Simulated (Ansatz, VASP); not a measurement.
**TiO2: VASP beside Ansatz**

INCAR

```
PREC = Accurate ; ENCUT = 520
EDIFF = 1E-7 ; ISMEAR = 0
SIGMA = 0.05 ; LREAL = F
LASPH = T ; NELM = 150
ALGO = Normal ; ISIF = 2
LWAVE = F ; LCHARG = F
LMAXMIX = 4 ; LDAU = T
LDAUTYPE = 2 ; LDAUL = 2 -1
LDAUU = 4 0 ; LDAUJ = 0 0
LDAUPRINT = 1 ; GGA = PE
NBANDS = 33
```

Contents of KPOINTS:

```
Automatic mesh
0
Gamma
  6 6 6
```

POSCAR

```
TiO2
1.0
    2.6403699524     -2.6404433249     -0.0197025433
    2.6403699524      2.6404433249     -0.0197025433
   -2.6045504488      0.0000000000      4.8027412153
Ti O
2 4
Direct
    0.1250069486      0.8749930514      0.2500000000
    0.8749930514      0.1250069486      0.7500000000
    0.3424929808      0.0925162561      0.6849956835
    0.6575070192      0.9074837439      0.3150043165
    0.9074837439      0.6575070192      0.8150043165
    0.0925162561      0.3424929808      0.1849956835
```

Input for Ansatz:

```yaml
crystal:
  lattice:
    - [2.6403699524, -2.6404433249, -0.0197025433]
    - [2.6403699524, 2.6404433249, -0.0197025433]
    - [-2.6045504488, 0.0, 4.8027412153]
  atoms:
    - { symbol: Ti, position: [0.1250069486, 0.8749930514, 0.25] }
    - { symbol: Ti, position: [0.8749930514, 0.1250069486, 0.75] }
    - { symbol: O, position: [0.3424929808, 0.0925162561, 0.6849956835] }
    - { symbol: O, position: [0.6575070192, 0.9074837439, 0.3150043165] }
    - { symbol: O, position: [0.9074837439, 0.6575070192, 0.8150043165] }
    - { symbol: O, position: [0.0925162561, 0.3424929808, 0.1849956835] }
basis:
  ecutwfc: 520.0
kpoints:
  mp_grid: { grid: [6, 6, 6] }
hamiltonian:
  xc: pbe
  pseudopotentials: { kind: paw, azcp: { folder: soft_1 } }
  hubbard: { sites: [{ species: Ti, l: d, u_eff: 4.0 }] }
scf:
  occupations: { method: gaussian, width: 0.05 }
output:
  forces: true
  stress: true
  eigenvalues: true
```

Alike in both runs: task single point; functional PBE; k mesh 6 × 6 × 6; occupations gaussian, width 0.05 eV; no spin polarisation; Hubbard terms Ti d U = 4.0 eV.

|  | VASP | Ansatz |
| --- | --- | --- |
| version | VASP 6.6.1 | Ansatz 0.2.0 |
| potentials or method | VASP PAW PBE potentials, release 64 (Ti_sv, O), cutoff 520 eV | scalar-relativistic, plane waves, PAW |
| valence electrons in the cell | 48 | 48 |

|  | VASP | Ansatz | Ansatz less VASP |
| --- | --- | --- | --- |
| gap on the k mesh at the Fermi level (eV) | 2.40 | 2.33 | -0.070 |
| least direct gap on the mesh (eV) | 3.04 | 2.96 | -0.086 |
| pressure (GPa) | 15.7 | 10.8 | -4.97 |
| traceless stress, the component that is largest in VASP (GPa) | -15.65 | -13.46 | +2.191 |
| rms of the force components (eV/Å) | 0.526 | 0.572 | +0.0462 |

The programs project onto different local orbitals, so the same U acts differently, and such runs can settle in different states. Atom by atom the forces differ by 0.046 eV/Å (rms over components).
